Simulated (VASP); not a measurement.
**AlN: single point with PBE**

Crystal: AlN.

```
CELL_PARAMETERS angstrom
0.00000 2.20984 2.20984
2.20159 0.00826 2.20159
2.20159 2.20159 0.00826
ATOMIC_POSITIONS crystal
Al 0.00000 0.00000 0.00000
N 0.75000 0.75000 0.75000
```

This cell differs from its parent crystal: strain +0.0075 x Voigt [0, 0, 0, 1, 0, 0].

```json
{
 "Program": "VASP 6.6.1",
 "Task": "single point",
 "Functional": "PBE",
 "Potentials or basis": "VASP PAW PBE potentials, release 64 (Al, N)",
 "Cutoff": "520 eV",
 "k mesh": "10 × 10 × 10",
 "Occupations": "gaussian, width 0.05 eV",
 "Spin": "no spin polarisation",
 "Dipole correction": "no",
 "Further INCAR settings": "ALGO = Normal; EDIFF = 1e-07; NBANDS = 11"
}
```

```
Pressure               : -0.3 GPa
Largest force          : 0.060 eV/Å
Band gap on the k mesh : 3.28 eV, indirect (least direct gap 3.96 eV)
```

Forces on the atoms (eV/Å):
```
Al  -0.060  0.000  0.000
N    0.060  0.000  0.000
```

Stress tensor (GPa, compression positive):
```
-0.26  0.00  0.00
 0.00 -0.25 -1.61
 0.00 -1.61 -0.25
```

Levels at points of the mesh, in eV from the valence-band top:
| k point | band 1 | band 2 | band 3 | band 4 | band 5 | band 6 | band 7 | band 8 | band 9 |
| --- | --- | --- | --- | --- | --- | --- | --- | --- | --- |
| (0.00, 0.00, 0.00) | -14.86 | -0.04 | -0.02 | 0.00 | 3.96 | 12.21 | 12.31 | 12.40 | 17.48 |
| (0.50, 0.00, 0.00) | -12.90 | -5.78 | -0.49 | -0.48 | 7.17 | 9.68 | 10.98 | 11.05 | 17.66 |
| (0.00, 0.50, 0.00) | -12.87 | -5.76 | -0.52 | -0.51 | 7.11 | 9.68 | 10.90 | 10.98 | 17.65 |
| (0.50, 0.50, 0.00) | -12.27 | -4.85 | -1.77 | -1.77 | 3.29 | 8.45 | 13.61 | 15.42 | 15.42 |
| (0.00, 0.50, 0.50) | -12.27 | -4.85 | -1.81 | -1.72 | 3.28 | 8.45 | 13.62 | 15.39 | 15.44 |

Run time: 17 s on 1 thread of Intel(R) Xeon(R) Platinum 8488C (Sapphire Rapids), with other jobs on the host, peak memory 0.16 GiB.

Caveat: the cell differs from its parent crystal (strain +0.0075 x Voigt [0, 0, 0, 1, 0, 0]). A k mesh can miss the band edges.
